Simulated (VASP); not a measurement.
Wanted: the native input for a VASP 6.6.1 run.

```yaml
Task: single point
Functional: PBEsol
Potentials_or_basis: VASP PAW PBE potentials, release 64 (Si, Ni)
Cutoff: 520 eV
k_mesh: 16 × 16 × 16
Occupations: gaussian, width 0.15 eV
Spin: no spin polarisation
Dipole_correction: no
Further_INCAR_settings: ALGO = Normal; EDIFF = 1e-07; NBANDS = 16
```

The structure of Si2Ni lies in POSCAR:

```
Si2Ni
1.0
    0.0000000000      2.6957048444      2.9113612320
    2.6957048444      0.0000000000      2.9113612320
    2.6957048444      2.6957048444      0.0000000000
Si Ni
2 1
Direct
    0.2500000000      0.2500000000      0.2500000000
    0.7500000000      0.7500000000      0.7500000000
    0.0000000000      0.0000000000      0.0000000000
```

This cell differs from its parent crystal: strain +0.000 along x and y, +0.080 along z.

These files were run (other wordings do the same):

INCAR

```
  PREC = Accurate
  ENCUT = 520
  EDIFF = 1E-7
  ISMEAR = 0
  SIGMA = 0.15
  LREAL = False
  LASPH = True
  NELM = 80
  ALGO = Normal
  ISIF = 2
  LWAVE = False
  LCHARG = True
  GGA = PS
  LELF = True
  LVHAR = True
  NBANDS = 16
```

KPOINTS

```
Automatic mesh
0
Gamma
  16 16 16
```

Potentials or basis: VASP PAW PBE potentials, release 64 (Si, Ni).

Launch:

```console
$ cat potpaw_PBE.64/Si/POTCAR potpaw_PBE.64/Ni/POTCAR > POTCAR
$ mpirun -np 1 vasp_std > vasp.out
```

Results of the run:

```yaml
Pressure: -10.1 GPa
Band_gap_on_the_k_mesh: zero (bands 9 and 10 overlap by 2.00 eV)
```

Caveat: the cell differs from its parent crystal (strain +0.000 along x and y, +0.080 along z); the cell stands under tension; the PAW data sets were made with another functional, which shifts forces and pressure a little.

Run time: 100 s on 1 thread of Intel(R) Xeon(R) 6975P-C (Granite Rapids), on a shared host, peak memory 0.34 GiB.
